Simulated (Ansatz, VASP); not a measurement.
One calculation of GaAs, two programs

The input INCAR:

```
ALGO = Normal
EDIFF = 1E-6
EDIFFG = -0.01
ENCUT = 600
GGA = PE
IBRION = 2
ISIF = 3
ISMEAR = 0
LASPH = T
LCHARG = F
LREAL = F
LWAVE = F
NELM = 80
NSW = 100
PREC = Accurate
SIGMA = 0.1
```

KPOINTS

```
k-points
0
Gamma
  18 18 14
```

POSCAR

```
GaAs
1.0
    3.1822940392      0.0000000000      0.0000000000
    0.0000000000      3.1822940392      0.0000000000
    0.0000000000      0.0000000000      3.8320009452
Ga As
1 1
Direct
    0.5000000000      0.5000000000      0.5000000000
    0.0000000000      0.0000000000      0.0000000000
```

Input for Ansatz:

```yaml
crystal:
  lattice:
    - [3.1822940392, 0.0, 0.0]
    - [0.0, 3.1822940392, 0.0]
    - [0.0, 0.0, 3.8320009452]
  atoms:
    - { symbol: Ga, position: [0.5, 0.5, 0.5] }
    - { symbol: As, position: [0.0, 0.0, 0.0] }
basis:
  ecutwfc: 420
kpoints:
  mp_grid: { grid: [18, 18, 14] }
hamiltonian:
  xc: pbe
scf:
  occupations: { method: gaussian, width: 0.1 }
output:
  forces: true
  stress: true
  eigenvalues: true
relax:
  adjacent_minimum: "off"
  f_tol: 0.01
  max_steps: 80
  cell: { stress_tol: 0.05 }
```

Alike in both runs: task relaxation of cell and atoms; functional PBE; k mesh 18 × 18 × 14; occupations gaussian, width 0.1 eV; no spin polarisation.

```csv
,VASP,Ansatz
version,VASP 6.6.1,Ansatz 0.2.0
potentials or method,"VASP PAW PBE potentials, release 64 (Ga_d, As), cutoff 600 eV","scalar-relativistic, plane waves, PAW"
valence electrons in the cell,18,28
```

```tsv
	VASP	Ansatz	Ansatz less VASP
gap on the k mesh at the Fermi level, each at its own relaxed structure (eV)	none	none	-
relaxed volume (Å³/atom)	19.43	19.38	-0.055
relaxed cell length with the largest relative difference (Å)	3.184	3.180	-0.0042
```

A gap of «none» marks a metal or a gap that the smearing closes. VASP's potentials hold 18 valence electrons a cell and Ansatz's 28, so a difference there can come from the potentials and not from the codes.
